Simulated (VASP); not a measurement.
A run of VASP 6.6.1:

INCAR

```
SYSTEM = C
PREC = Accurate
ENCUT = 520
EDIFF = 1E-6
ISMEAR = 0
SIGMA = 0.05
LREAL = .False.
LASPH = .True.
NELM = 150
ALGO = Normal
ISIF = 2
LWAVE = .False.
LCHARG = .False.
LNONCOLLINEAR = .True.
MAGMOM = 0 0 0 0 0 0 0 0 0 0 0 0
LORBIT = 11
LSORBIT = .True.
GGA_COMPAT = .False.
LORBMOM = .True.
GGA = PE
NBANDS = 30
```

File KPOINTS:

```
regular mesh
0
Gamma
  10 10 4
  0 0 0
```

POSCAR

```
C
1.0
    2.4669415248      0.0000000000      0.0000000000
   -1.2334707624      2.1364340301      0.0000000000
    0.0000000000      0.0000000000      8.6473835173
C
4
Direct
    0.0000000000      0.0000000000      0.2500000000
    0.0000000000      0.0000000000      0.7500000000
    0.3333333333      0.6666666667      0.2500000000
    0.6666666667      0.3333333333      0.7500000000
```

Potentials or basis: VASP PAW PBE potentials, release 64 (C).

Run with:

```bash
$ cat potpaw_PBE.64/C/POTCAR > POTCAR
$ mpirun -np 1 vasp_ncl > vasp.out
```

Hardware: 1 thread of Intel Xeon 8259CL (shared host).

Task: How long does it take, and how much memory?

Result: Wall time 2.4 min on 1 thread of Intel Xeon 8259CL, with other jobs on the host, peak memory 0.27 GiB. Counts: scf iterations 12, k points 42.
